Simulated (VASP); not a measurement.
# V (Im-3m) in VASP: single point with PBE

Aim: the single point of V with PBE.

Everything below comes from runs of VASP 6.6.1. Logs are shortened: lines on timing, memory, paths and dates and some standing lists are left out, and cuts for length are marked.

## Step 1: The cell of the first run

Symmetry: Im-3m, No. 229, cubic system. Conventional cell: a = 2.995 Å, b = 2.995 Å, c = 2.995 Å, α = 90.00°, β = 90.00°, γ = 90.00°. Within 3.4 Å of V (site symmetry m-3m) lie 14 V at 2.59 to 2.99 Å.

## Step 2: Single point, PBE

Input file INCAR:

```
ALGO = Normal ; EDIFF = 1E-6
ENCUT = 520 ; GGA = PE
ISIF = 2 ; ISMEAR = -1
LASPH = True ; LCHARG = False
LREAL = False ; LWAVE = False
NBANDS = 12 ; NELM = 100
PREC = Accurate ; SIGMA = 0.13605693000000002
```

Input file KPOINTS:

```
k-points
0
Gamma
  15 15 15
```

Input file POSCAR:

```
V
1.0
   -1.4973657469      1.4973657469      1.4973657469
    1.4973657469     -1.4973657469      1.4973657469
    1.4973657469      1.4973657469     -1.4973657469
V
1
Direct
    0.0000000000      0.0000000000      0.0000000000
```

Potentials or basis: VASP PAW PBE potentials, release 64 (V_sv).

Launch:

```bash
cat potpaw_PBE.64/V_sv/POTCAR > POTCAR
mpirun -np 1 vasp_std > vasp.out
```

OUTCAR:

```text
EDIFF = 1E-6
   ENCUT = 520
   GGA = PE
   ISIF = 2
   ISMEAR = -1
   LASPH = True
   LREAL = False
   NELM = 100
   PREC = Accurate

 ion  position               nearest neighbor table
   1  0.000  0.000  0.000-

  LATTYP: Found a body centered cubic cell.
 ALAT       =     2.9947314938

  Lattice vectors:

 A1 = (  -1.4973657469,   1.4973657469,   1.4973657469)
 A2 = (   1.4973657469,  -1.4973657469,   1.4973657469)
 A3 = (   1.4973657469,   1.4973657469,  -1.4973657469)

Analysis of symmetry for initial positions (statically):
=====================================================================
 Subroutine PRICEL returns:
 Original cell was already a primitive cell.

 Routine SETGRP: Setting up the symmetry group for a
 body centered cubic supercell.

 Subroutine GETGRP returns: Found 48 space group operations
 (whereof 48 operations were pure point group operations)
 out of a pool of 48 trial point group operations.

The static configuration has the point symmetry O_h .

Analysis of symmetry for dynamics (positions and initial velocities):
=====================================================================
 Subroutine PRICEL returns:
 Original cell was already a primitive cell.

 Routine SETGRP: Setting up the symmetry group for a
 body centered cubic supercell.

 Subroutine GETGRP returns: Found 48 space group operations
 (whereof 48 operations were pure point group operations)
 out of a pool of 48 trial point group operations.

The dynamic configuration has the point symmetry O_h .

 Subroutine INISYM returns: Found 48 space group operations
 (whereof 48 operations are pure point group operations),
 and found     1 'primitive' translations

----------------------------------------------------------------------------------------

                                     Primitive cell

  volume of cell :      13.4290

  direct lattice vectors                    reciprocal lattice vectors
    -1.497365747  1.497365747  1.497365747     0.000000000  0.333919753  0.333919753
     1.497365747 -1.497365747  1.497365747     0.333919753  0.000000000  0.333919753
     1.497365747  1.497365747 -1.497365747     0.333919753  0.333919753  0.000000000

  length of vectors
     2.593513551  2.593513551  2.593513551     0.472233843  0.472233843  0.472233843

  position of ions in fractional coordinates (direct lattice)
[... 75 lines left out ...]
   ENCUT  =  520.0 eV  38.22 Ry    6.18 a.u.   4.82  4.82  4.82*2*pi/ulx,y,z
   NELM   =    100;   NELMIN=  2; NELMDL= -5     # of ELM steps
   EDIFF  = 0.1E-05   stopping-criterion for ELM
   LREAL  =      F    real-space projection
[... 7 lines left out ...]
   TEBEG  =    0.0;   TEEND  =   0.0 temperature during run
   PSTRESS=    0.0 pullay stress
   NELECT =      13.0000    total number of electrons
   NUPDOWN=      -1.0000    fix difference up-down
   EMIN   =  10.00;   EMAX   =-10.00  energy-range for DOS
   EFERMI =   0.00;   METHOD = LEGACY
   ISMEAR =    -1;   SIGMA  =   0.14  broadening in eV -4-tet -1-fermi 0-gaus
   EFERMI_NEDOS =   21; number of points for ismear=-14 and -15
   IALGO  =     38    algorithm
   IMIX   =      4    mixing-type and parameters
     AMIX     =   0.40;   BMIX     =  1.00
     AMIX_MAG =   1.60;   BMIX_MAG =  1.00
  volume/ion in A,a.u.               =      13.43        90.62
  Fermi-wavevector in a.u.,A,eV,Ry     =   1.619477  3.060367 35.684068  2.622705
  Thomas-Fermi vector in A             =   2.713571
   LORBIT       =      0    0 simple, 1 ext, 2 COOP (PROOUT), +10 PAW based schemes
   GGA     = PE    functional components
   LHFCALC =     F    Hartree Fock is set to
   AEXX    =    0.0000 exact exchange contribution
   IVDW    =     0    specifies the selected vdW correction
   LEPSILON=     F    determine dielectric tensor
   LRPA    =     F    only Hartree local field effects (RPA)
 non-spin polarized calculation
  energy-cutoff  :      520.00
  volume of cell :       13.43
 maximum number of plane-waves:       370
   NGX =  9   NGY =  9   NGZ =  9

 number of electron      12.9999990 magnetization

 Free energy of the ion-electron system (eV)
  ---------------------------------------------------
  ext. energy  EPLUGINS =         0.00000000
  ---------------------------------------------------
  free energy    TOTEN  =        -9.04432428 eV

  energy without entropy =       -8.94467606  energy(sigma->0) =       -8.99450017

 E-fermi :   9.7857     XC(G=0): -12.9199

 val. band max:        9.7494422688   @ k =  -0.2667   0.2667   0.1333
 cond. band min:       9.7882942829   @ k =   0.0667   0.0667   0.0667
 fundamental gap:      0.0388520140
 Fermi energy:         9.7857144628

 k-point     1 :       0.0000    0.0000    0.0000
  band No.  band energies     occupation
      1     -53.9594      2.00000
      2     -27.2556      2.00000
      3     -27.2556      2.00000
      4     -27.2556      2.00000
      5       3.1521      2.00000
      6      10.1654      0.11570
      7      10.1654      0.11570
      8      10.1654      0.11570
      9      12.1837      0.00000
     10      12.1837      0.00000
     11      30.2548      0.00000
     12      30.2548      0.00000
[... 331 lines left out ...]
 k-point    24 :       0.4000    0.2000    0.0000
  band No.  band energies     occupation
      1     -53.7437      2.00000
      2     -28.0507      2.00000
      3     -27.6689      2.00000
      4     -27.3461      2.00000
      5       7.4341      2.00000
      6       8.6768      1.99942
      7       9.6706      1.39952
      8      12.1302      0.00000
      9      12.7635      0.00000
     10      16.1626      0.00000
     11      19.8228      0.00000
     12      23.1691      0.00000

 [... further k-points ...]

------------------------ aborting loop because EDIFF is reached ----------------------------------------

  FORCE on cell =-STRESS in cart. coord.  units (eV):
  Direction    XX          YY          ZZ          XY          YZ          ZX
  --------------------------------------------------------------------------------------
  -------------------------------------------------------------------------------------
  Total        0.1016052      0.1016052      0.1016052      0.0000000      0.0000000      0.0000000
  in kB       12.1222429     12.1222429     12.1222429      0.0000000      0.0000000      0.0000000
  external PRESSURE =      12.1222429 kB  Pullay stress =       0.0000000 kB

 VOLUME and BASIS-vectors are now :
 -----------------------------------------------------------------------------
  energy-cutoff  :      520.00
  volume of cell :       13.43
      direct lattice vectors                 reciprocal lattice vectors
    -1.497365747  1.497365747  1.497365747     0.000000000  0.333919753  0.333919753
     1.497365747 -1.497365747  1.497365747     0.333919753  0.000000000  0.333919753
     1.497365747  1.497365747 -1.497365747     0.333919753  0.333919753  0.000000000

 POSITION                                       TOTAL-FORCE (eV/Angst)
 -----------------------------------------------------------------------------------
      0.00000      0.00000      0.00000         0.000000      0.000000     -0.000000
 -----------------------------------------------------------------------------------
    total drift:                                0.000000     -0.000000      0.000000

  FREE ENERGIE OF THE ION-ELECTRON SYSTEM (eV)
  ---------------------------------------------------
  free  energy   TOTEN  =        -9.0443242764 eV

  energy  without entropy=       -8.9446760572  energy(sigma->0) =       -8.99450017
```

OSZICAR:

```text
N       E                     dE             d eps       ncg     rms          rms(c)
DAV:   1     0.907040148646E+02    0.90704E+02   -0.69352E+03  2888   0.117E+03
DAV:   2    -0.912849823926E+01   -0.99833E+02   -0.97033E+02  2940   0.331E+02
DAV:   3    -0.104132611128E+02   -0.12848E+01   -0.12809E+01  3184   0.439E+01
DAV:   4    -0.104197672584E+02   -0.65061E-02   -0.65060E-02  3096   0.331E+00
DAV:   5    -0.104198455835E+02   -0.78325E-04   -0.78325E-04  3148   0.343E-01    0.184E+01
DAV:   6    -0.906926767860E+01    0.13506E+01   -0.31277E+00  2992   0.293E+01    0.164E+00
DAV:   7    -0.905239361193E+01    0.16874E-01   -0.27230E-02  2980   0.207E+00    0.102E+00
DAV:   8    -0.904426811635E+01    0.81255E-02   -0.46170E-03  3104   0.101E+00    0.643E-02
DAV:   9    -0.904432156583E+01   -0.53449E-04   -0.15907E-04  2972   0.185E-01    0.345E-02
DAV:  10    -0.904432362958E+01   -0.20638E-05   -0.97569E-06  3076   0.457E-02    0.568E-03
DAV:  11    -0.904432427637E+01   -0.64679E-06   -0.78363E-07  1724   0.150E-02
   1 F= -.90443243E+01 E0= -.89945002E+01  d E =-.996482E-01
```

Wall time 8.2 s (1 thread of Intel Xeon Platinum 8481C at 2.70GHz (Sapphire Rapids), shared host); peak memory 0.13 GiB.

What came out:

```yaml
Free_energy: -9.0443 eV
Pressure: 1.2 GPa
```

Levels at points of the mesh, in eV from the Fermi level:
```tsv
k point	band 4	band 5	band 6	band 7	band 8	band 9
(0.00, 0.00, 0.00)	-37.04	-6.63	0.38	0.38	0.38	2.40
```
